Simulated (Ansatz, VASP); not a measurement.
Ta2Sn3: VASP beside Ansatz

```
Ta Sn
1.0
     4.89456    0.00000    0.00000
    -2.44728    4.23882    0.00000
     0.00000    0.00000    5.73396
Ta Sn
2 3
Direct
  0.66667 0.33333 0.90568
  0.33333 0.66667 0.09432
  0.00000 0.00000 0.00000
  0.66667 0.33333 0.39278
  0.33333 0.66667 0.60722
```

Alike in both runs: functional PBE; k mesh 6 × 6 × 6; occupations gaussian, width 0.1 eV; no spin polarisation.

Ansatz relaxed the structure, and its values are those at the end. VASP's run is a single point on that final structure, the one shown.

|  | VASP | Ansatz |
| --- | --- | --- |
| version | VASP 6.6.1 | Ansatz 0.2.0 |
| potentials or method | VASP PAW PBE potentials, release 64 (Ta_pv, Sn_d), cutoff 520 eV | scalar-relativistic, plane waves, PAW |
| valence electrons in the cell | 64 | 68 |

```tsv
	VASP	Ansatz	Ansatz less VASP
gap on the k mesh at the Fermi level (eV)	none	none	-
pressure (GPa)	0.0	0.0	+0.01
```

A gap of «none» marks a metal or a gap that the smearing closes. VASP's potentials hold 64 valence electrons a cell and Ansatz's 68, so a difference there can come from the potentials and not from the codes.

Neither program's run includes spin-orbit coupling.
